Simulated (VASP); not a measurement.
AlNi: single point with LDA

AlNi:

```
CELL_PARAMETERS angstrom
2.88100 0.00000 0.00000
0.00000 2.88100 0.00000
0.00000 0.00000 2.88100
ATOMIC_POSITIONS crystal
Ni 0.50000 0.50000 0.50000
Al 0.00000 0.00000 0.00000
```

| Property | Result |
| --- | --- |
| Program | VASP 6.6.1 |
| Task | single point |
| Functional | LDA |
| Potentials or basis | VASP PAW LDA potentials, release 64 (Ni, Al) |
| Cutoff | 520 eV |
| k mesh | 9 × 9 × 9 |
| Occupations | gaussian, width 0.1 eV |
| Spin | collinear spin, ferromagnetic start |
| Starting moments | [1.0, 0.0] μB |
| Dipole correction | no |
| Further INCAR settings | ALGO = Normal; EDIFF = 1e-06; NBANDS = 18 |

- Pressure: -8.3 GPa
- Net moment: 0.00 μB per cell
- Valence electrons inside the program's atomic spheres: Ni 9.49; Al 0.81

Levels at points of the mesh, in eV from the Fermi level:
Spin up:
```csv
k point,band 3,band 4,band 5,band 6,band 7,band 8,band 9,band 10
"(0.00, 0.00, 0.00)",-3.25,-1.57,-1.57,-1.57,5.47,5.47,5.47,8.23
```
Spin down:
```csv
k point,band 3,band 4,band 5,band 6,band 7,band 8,band 9,band 10
"(0.00, 0.00, 0.00)",-3.25,-1.57,-1.57,-1.57,5.47,5.47,5.47,8.23
```

Run time: 10 s on 1 thread of Intel(R) Xeon(R) 6975P-C (Granite Rapids), with other jobs on the host, peak memory 0.15 GiB.
